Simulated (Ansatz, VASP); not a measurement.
# CdS: VASP beside Ansatz

```
CELL_PARAMETERS angstrom
0.00000 3.14280 3.14280
3.14280 0.00000 3.14280
3.14280 3.14280 0.00000
ATOMIC_POSITIONS crystal
Cd 0.00000 0.00000 0.00000
S 0.75000 0.75000 0.75000
```

Change from the starting cell: strain +0.080 along x and y, +0.080 along z, atoms carried along.

Alike in both runs: task single point; functional r2SCAN; k mesh 8 × 8 × 8; occupations gaussian, width 0.05 eV; no spin polarisation.

|  | VASP | Ansatz |
| --- | --- | --- |
| version | VASP 6.6.1 | Ansatz 0.2.0 |
| potentials or method | VASP PAW PBE potentials, release 64 (Cd, S), cutoff 520 eV | scalar-relativistic, plane waves, PAW |
| valence electrons in the cell | 18 | 26 |

```tsv
	VASP	Ansatz	Ansatz less VASP
gap on the k mesh at the Fermi level (eV)	1.05	1.06	+0.009
least direct gap on the mesh (eV)	1.05	1.06	+0.009
pressure (GPa)	-7.6	-7.8	-0.12
```

VASP's potentials were made for PBE, not for r2SCAN. VASP's potentials hold 18 valence electrons a cell and Ansatz's 26, so a difference there can come from the potentials and not from the codes.
